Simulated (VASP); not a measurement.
Write the native input for VASP 6.6.1 that does the following.

```yaml
Task: single point
Functional: RPBE
Potentials_or_basis: VASP PAW PBE potentials, release 64 (La, O)
Cutoff: 600 eV
k_mesh: 4 × 4 × 3
Occupations: gaussian, width 0.01 eV
Spin: no spin polarisation
Dipole_correction: no
Further_INCAR_settings: ALGO = Normal; EDIFF = 1e-06; NBANDS = 28
```

The structure of La2O3 lies in POSCAR:

```
La2O3
1.0
    3.9307780000      0.0000000000      0.0000000000
   -1.9653890000      3.4041530000      0.0000000000
    0.0000000000      0.0000000000      6.1119540000
La O
2 3
Direct
    0.6666666667      0.3333333333      0.7537640000
    0.3333333333      0.6666666667      0.2462360000
    0.6666666667      0.3333333333      0.3541090000
    0.3333333333      0.6666666667      0.6458910000
    0.0000000000      0.0000000000      0.0000000000
```

The input as run:

INCAR

```
SYSTEM = La2O3
PREC = Accurate
ENCUT = 600
EDIFF = 1E-6
ISMEAR = 0
SIGMA = 0.01
LREAL = .False.
LASPH = .True.
NELM = 200
ALGO = Normal
ISIF = 2
LWAVE = .False.
LCHARG = .False.
GGA = RP
NBANDS = 28
GGA_COMPAT = .False.
LMAXMIX = 6
```

KPOINTS

```
Automatic mesh
0
Gamma
  4 4 3
  0 0 0
```

Potentials or basis: VASP PAW PBE potentials, release 64 (La, O).

Command:

```console
$ cat potpaw_PBE.64/La/POTCAR potpaw_PBE.64/O/POTCAR > POTCAR
$ mpirun -np 1 vasp_std > vasp.out
```

Results of the run:

- Pressure: 4.5 GPa
- Largest force: 0.039 eV/Å
- Band gap on the k mesh: 4.01 eV, indirect (least direct gap 4.22 eV)

Caveat: the k points lie up to 0.46 Å⁻¹ apart; the PAW data sets were made with another functional, which shifts forces and pressure a little; spin-orbit coupling is left out, which moves the levels of the heavy elements.

Wall time 50 s on 1 thread of Intel Xeon 6975P-C (shared host), peak memory 0.23 GiB.
